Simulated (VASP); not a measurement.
# Cu3Au13 in VASP: notebook

Runs on Cu3Au13. Level: PBE. Tasks: single point.

Everything below comes from runs of VASP 6.6.1. Logs are shortened: lines on timing, memory, paths and dates and some standing lists are left out, and cuts for length are marked.

### 1 The cell of the first run

The cell holds an amorphous packing of atoms, 16 atoms: a = 6.687 Å, b = 6.611 Å, c = 6.544 Å, α = 90.14°, β = 91.07°, γ = 88.52°.

### 2 Single point, PBE

Contents of INCAR:

```
PREC = Accurate
ENCUT = 520
EDIFF = 1E-6
ISMEAR = -1
SIGMA = 0.0672
LREAL = Auto
LASPH = True
NELM = 100
ALGO = Normal
ISIF = 2
LWAVE = False
LCHARG = True
GGA = PE
LELF = True
LVHAR = True
ISYM = 0
NBANDS = 102
```

Contents of KPOINTS:

```
Automatic mesh
0
Gamma
  1 1 1
  0.25 0.25 0.25
```

Contents of POSCAR:

```
Cu3Au13
1.0
    6.6859480000      0.0855830000     -0.0615900000
    0.0855830000      6.6105530000     -0.0078460000
   -0.0615900000     -0.0078460000      6.5441010000
Au Cu
13 3
Direct
    0.2381791138      0.4385812362      0.5114185371
    0.2750113528      0.4468372219      0.9398972959
    0.7011684303      0.8985690600      0.0170141226
    0.8309231118      0.5247042963      0.3812710691
    0.0563148349      0.1422030868      0.2358698553
    0.1875114264      0.8538605321      0.5323850012
    0.3300032860      0.0378509517      0.8929892557
    0.6569313482      0.3713221030      0.0450672743
    0.7640815290      0.9225851286      0.4688094490
    0.9273159142      0.5896818547      0.8016354013
    0.9678136137      0.1619150663      0.7347081022
    0.4610951248      0.1660532638      0.3243442763
    0.4359163215      0.6773482125      0.2605512293
    0.5808105183      0.2586649006      0.6876804934
    0.5115030422      0.6951449220      0.7174757204
    0.0470137940      0.7296054902      0.1690470646
```

Potentials or basis: VASP PAW PBE potentials, release 64 (Au, Cu).

The run is started by

```sh
> cat potpaw_PBE.64/Au/POTCAR potpaw_PBE.64/Cu/POTCAR > POTCAR
> mpirun -np 1 vasp_std > vasp.out
```

OUTCAR:

```text
PREC = Accurate
   ENCUT = 520
   EDIFF = 1E-6
   ISMEAR = -1
   LREAL = Auto
   LASPH = True
   NELM = 100
   ISIF = 2
   GGA = PE
   ISYM = 0

 ion  position               nearest neighbor table
   1  0.238  0.439  0.511-  12 2.62  13 2.67   6 2.76  14 2.79   2 2.81  15 2.84   4 2.88   5 2.93
                            10 2.99  11 3.01  16 3.19
   2  0.275  0.447  0.940-  10 2.63   8 2.67   7 2.74  15 2.75  13 2.80   1 2.81  16 2.83  14 2.90
                            11 3.11   5 3.20  12 3.33
   3  0.701  0.899  0.017-  15 2.69  16 2.72   7 2.73  13 2.84  10 2.89   9 2.98  12 3.12   8 3.14
                            11 3.15   5 3.22   8 3.51   4 3.52
   4  0.831  0.525  0.381-  16 2.46   8 2.68   9 2.72  10 2.85   1 2.88  13 2.90   5 3.07  14 3.19
                             6 3.40  11 3.43  12 3.48   3 3.52
   5  0.056  0.142  0.236-  16 2.76  12 2.77   6 2.84   9 2.92   1 2.93   7 2.99   4 3.07   2 3.20
                             3 3.22   8 3.27  11 3.32  11 3.33
   6  0.188  0.854  0.532-  15 2.66  16 2.68  13 2.70   1 2.76   7 2.81  11 2.82   5 2.84   9 2.88
                            10 3.08  12 3.12   4 3.40
   7  0.330  0.038  0.893-  14 2.64  11 2.72   3 2.73   2 2.74  15 2.80   6 2.81   5 2.99  12 3.06
                             8 3.28  13 3.44
   8  0.657  0.371  0.045-  14 2.50  12 2.66   2 2.67   4 2.68  10 2.85  13 2.86   3 3.14  15 3.16
                            11 3.22   5 3.27   7 3.28   3 3.51
   9  0.764  0.923  0.469-  12 2.71   4 2.72  11 2.72  15 2.83   6 2.88  14 2.90   5 2.92   3 2.98
                            16 3.01  13 3.06  10 3.25
  10  0.927  0.590  0.802-   2 2.63  16 2.69   4 2.85   8 2.85  11 2.87   3 2.89  15 2.89   1 2.99
                             6 3.08   9 3.25
  11  0.968  0.162  0.735-  14 2.66   9 2.72   7 2.72   6 2.82  10 2.87   1 3.01   2 3.11   3 3.15
                             8 3.22   5 3.32   5 3.33   4 3.43
  12  0.461  0.166  0.324-  14 2.57   1 2.62   8 2.66   9 2.71   5 2.77   7 3.06   3 3.12   6 3.12
                            13 3.26   2 3.33  13 3.41   4 3.48
  13  0.436  0.677  0.261-   1 2.67  16 2.67   6 2.70   2 2.80   3 2.84   8 2.86   4 2.90  15 3.03
                             9 3.06  12 3.26  12 3.41   7 3.44
  14  0.581  0.259  0.688-   8 2.50  12 2.57   7 2.64  11 2.66   1 2.79   9 2.90   2 2.90   4 3.19

  15  0.512  0.695  0.717-   6 2.66   3 2.69   2 2.75   7 2.80   9 2.83   1 2.84  10 2.89  13 3.03
                             8 3.16
  16  0.047  0.730  0.169-   4 2.46  13 2.67   6 2.68  10 2.69   3 2.72   5 2.76   2 2.83   9 3.01
                             1 3.19

IMPORTANT INFORMATION: All symmetrisations will be switched off!
NOSYMM: (Re-)initialisation of all symmetry stuff for point group C_1.

----------------------------------------------------------------------------------------

                                     Primitive cell

  volume of cell :     289.1616

  direct lattice vectors                    reciprocal lattice vectors
     6.685948000  0.085583000 -0.061590000     0.149605141 -0.001935183  0.001405693
     0.085583000  6.610553000 -0.007846000    -0.001935183  0.151298522  0.000163185
    -0.061590000 -0.007846000  6.544101000     0.001405693  0.000163185  0.152822803

  length of vectors
     6.686779377  6.611111629  6.544395525     0.149624260  0.151310986  0.152829355

  position of ions in fractional coordinates (direct lattice)
     0.238179114  0.438581236  0.511418537
     0.275011353  0.446837222  0.939897296
     0.701168430  0.898569060  0.017014123
     0.830923112  0.524704296  0.381271069
     0.056314835  0.142203087  0.235869855
     0.187511426  0.853860532  0.532385001
[... 8 lines left out ...]
     0.511503042  0.695144922  0.717475720
     0.047013794  0.729605490  0.169047065

  ion indices of the primitive-cell ions
   primitive index   ion index
                 1           1
                 2           2
                 3           3
                 4           4
                 5           5
                 6           6
[... 8 lines left out ...]
                15          15
                16          16

----------------------------------------------------------------------------------------

 KPOINTS: Automatic mesh

Automatic generation of k-mesh.
 Grid dimensions read from file:
 generate k-points for:    1    1    1

 Generating k-lattice:

  Cartesian coordinates                     Fractional coordinates (reciprocal lattice)
     0.149605141 -0.001935183  0.001405693     1.000000000  0.000000000  0.000000000
    -0.001935183  0.151298522  0.000163185    -0.000000000  1.000000000  0.000000000
     0.001405693  0.000163185  0.152822803    -0.000000000  0.000000000  1.000000000

  Length of vectors
     0.149624260  0.151310986  0.152829355

  Shift w.r.t. Gamma in fractional coordinates (k-lattice)
     0.250000000  0.250000000  0.250000000

 Subroutine IBZKPT returns following result:
 ===========================================

 Found      1 irreducible k-points:

 Following reciprocal coordinates:
            Coordinates               Weight
  0.250000  0.250000  0.250000      2.000000
   k-points           NKPTS =      1   k-points in BZ     NKDIM =      1   number of bands    NBANDS=    102
   number of dos      NEDOS =    301   number of ions     NIONS =     16
   total plane-waves  NPLWV = 125000
   dimension x,y,z NGX =    50 NGY =   50 NGZ =   50
   dimension x,y,z NGXF=   100 NGYF=  100 NGZF=  100
   ions per type =              13   3
   NGX,Y,Z   is equivalent  to a cutoff of  12.43, 12.57, 12.70 a.u.
   NGXF,Y,Z  is equivalent  to a cutoff of  24.86, 25.15, 25.40 a.u.
 SYSTEM =  unknown system
   PREC   = accura    normal or accurate (medium, high low for compatibility)
   ISTART =      0    job   : 0-new  1-cont  2-samecut
   ICHARG =      2    charge: 1-file 2-atom 10-const
   ISPIN  =      1    spin polarized calculation?
   LNONCOLLINEAR =      F non collinear calculations
   LSORBIT =      F    spin-orbit coupling
   LASPH  =      T    aspherical Exc in radial PAW
   ENCUT  =  520.0 eV  38.22 Ry    6.18 a.u.  12.43 12.29 12.17*2*pi/ulx,y,z
   NELM   =    100;   NELMIN=  2; NELMDL= -5     # of ELM steps
   EDIFF  = 0.1E-05   stopping-criterion for ELM
   LREAL  =      T    real-space projection
   EDIFFG = 0.1E-04   stopping-criterion for IOM
   NSW    =      0    number of steps for IOM
   IBRION =     -1    ionic relax: 0-MD 1-quasi-New 2-CG
   NFREE  =      0    steps in history (QN), initial steepest desc. (CG)
   ISIF   =      2    stress and relaxation
   ISYM   =      0    0-nonsym 1-usesym 2-fastsym
   POTIM  = 0.5000    time-step for ionic-motion
   TEBEG  =    0.0;   TEEND  =   0.0 temperature during run
   PSTRESS=    0.0 pullay stress
   NELECT =     176.0000    total number of electrons
   NUPDOWN=      -1.0000    fix difference up-down
   EMIN   =  10.00;   EMAX   =-10.00  energy-range for DOS
   EFERMI =   0.00;   METHOD = LEGACY
   ISMEAR =    -1;   SIGMA  =   0.07  broadening in eV -4-tet -1-fermi 0-gaus
   EFERMI_NEDOS =   21; number of points for ismear=-14 and -15
   IALGO  =     38    algorithm
   IMIX   =      4    mixing-type and parameters
     AMIX     =   0.40;   BMIX     =  1.00
     AMIX_MAG =   1.60;   BMIX_MAG =  1.00
  volume/ion in A,a.u.               =      18.07       121.96
  Fermi-wavevector in a.u.,A,eV,Ry     =   1.387391  2.621789 26.189221  1.924853
  Thomas-Fermi vector in A             =   2.511616
   LORBIT       =      0    0 simple, 1 ext, 2 COOP (PROOUT), +10 PAW based schemes
   GGA     = PE    functional components
   LHFCALC =     F    Hartree Fock is set to
   AEXX    =    0.0000 exact exchange contribution
   IVDW    =     0    specifies the selected vdW correction
   LEPSILON=     F    determine dielectric tensor
   LRPA    =     F    only Hartree local field effects (RPA)
 non-spin polarized calculation
  energy-cutoff  :      520.00
  volume of cell :      289.16
 maximum number of plane-waves:      7795
 NGX is ok and might be reduce to    50
   NGX = 25   NGY = 25   NGZ = 25

 number of electron     176.0000030 magnetization

 Free energy of the ion-electron system (eV)
  ---------------------------------------------------
  ext. energy  EPLUGINS =         0.00000000
  ---------------------------------------------------
  free energy    TOTEN  =       -51.11616782 eV

  energy without entropy =      -50.98266409  energy(sigma->0) =      -51.04941595

 E-fermi :   7.8736     XC(G=0): -11.9599

 val. band max:        7.7740496978   @ k =   0.2500   0.2500   0.2500
 cond. band min:       7.9767731463   @ k =   0.2500   0.2500   0.2500
 fundamental gap:      0.2027234485
 Fermi energy:         7.8735940093

 k-point     1 :       0.2500    0.2500    0.2500
  band No.  band energies     occupation
      1      -0.6072      2.00000
      2       0.5420      2.00000
      3       0.9051      2.00000
      4       1.0437      2.00000
      5       1.1375      2.00000
      6       1.2953      2.00000
[... 92 lines left out ...]
     99      11.9532      0.00000
    100      12.2637      0.00000
 [bands above 100 left out]

------------------------ aborting loop because EDIFF is reached ----------------------------------------

  FORCE on cell =-STRESS in cart. coord.  units (eV):
  Direction    XX          YY          ZZ          XY          YZ          ZX
  --------------------------------------------------------------------------------------
  -------------------------------------------------------------------------------------
  Total        2.0527845      7.7124541     -8.2122019      0.0753656      3.2148405      1.7312457
  in kB       11.3740019     42.7329157    -45.5019019      0.4175833     17.8126841      9.5924301
  external PRESSURE =       2.8683386 kB  Pullay stress =       0.0000000 kB

 VOLUME and BASIS-vectors are now :
 -----------------------------------------------------------------------------
  energy-cutoff  :      520.00
  volume of cell :      289.16
      direct lattice vectors                 reciprocal lattice vectors
     6.685948000  0.085583000 -0.061590000     0.149605141 -0.001935183  0.001405693
     0.085583000  6.610553000 -0.007846000    -0.001935183  0.151298522  0.000163185
    -0.061590000 -0.007846000  6.544101000     0.001405693  0.000163185  0.152822803

 POSITION                                       TOTAL-FORCE (eV/Angst)
 -----------------------------------------------------------------------------------
      1.59849      2.91564      3.32866        -0.698733     -0.329297      0.538742
      1.81906      2.97000      6.13034        -0.154866      0.314784      0.371163
      4.76383      5.99991      0.06111         0.604291      0.193195     -0.143145
      5.57693      3.53671      2.43978        -0.515135     -1.166110      0.914486
      0.37416      0.94301      1.53897        -0.590998      0.189109     -0.529643
      1.29398      5.65636      3.46573        -0.450185      0.660944      0.723105
[... 8 lines left out ...]
      3.43519      4.63344      4.65828         0.409171     -0.150559     -0.008910
      0.36636      4.82579      1.09764         0.502177      0.573362     -0.756842
 -----------------------------------------------------------------------------------
    total drift:                                0.000609      0.001394     -0.000021

  FREE ENERGIE OF THE ION-ELECTRON SYSTEM (eV)
  ---------------------------------------------------
  free  energy   TOTEN  =       -51.1161678178 eV

  energy  without entropy=      -50.9826640902  energy(sigma->0) =      -51.04941595
```

Run time: 1.7 min. Hardware: 1 thread of Intel Xeon Platinum 8124M at 3.00GHz (Skylake/Cascade Lake), shared host; peak memory 0.35 GiB.

Results:

```
Free energy            : -51.1162 eV
Pressure               : 0.3 GPa
Largest force          : 1.569 eV/Å
Band gap on the k mesh : 0.20 eV
```

Forces in eV/Å, atoms in the order of the input:
```
Au  -0.699 -0.329  0.539
Au  -0.155  0.315  0.371
Au   0.604  0.193 -0.143
Au  -0.515 -1.166  0.914
Au  -0.591  0.189 -0.530
Au  -0.450  0.661  0.723
Au   0.089 -0.695  0.311
Au   1.437  0.127 -0.237
Au  -0.148  0.025  0.140
Au  -1.118  0.606 -0.198
Au  -0.165  0.181  0.422
Au  -0.183 -1.158 -0.336
Au   0.986  0.469 -0.568
Cu  -0.004  0.159 -0.644
Cu   0.409 -0.151 -0.009
Cu   0.502  0.573 -0.757
```

Stress tensor (GPa, compression positive):
```
 1.14  0.04  0.96
 0.04  4.27  1.78
 0.96  1.78 -4.55
```

Levels at points of the mesh, in eV from the valence-band top:
| k point | band 86 | band 87 | band 88 | band 89 | band 90 | band 91 |
| --- | --- | --- | --- | --- | --- | --- |
| (0.25, 0.25, 0.25) | -1.38 | -1.20 | 0.00 | 0.20 | 0.42 | 0.78 |

Caveat: the k points lie up to 0.96 Å⁻¹ apart; spin-orbit coupling is left out, which moves the levels of the heavy elements.

[end of part 1 of 2]
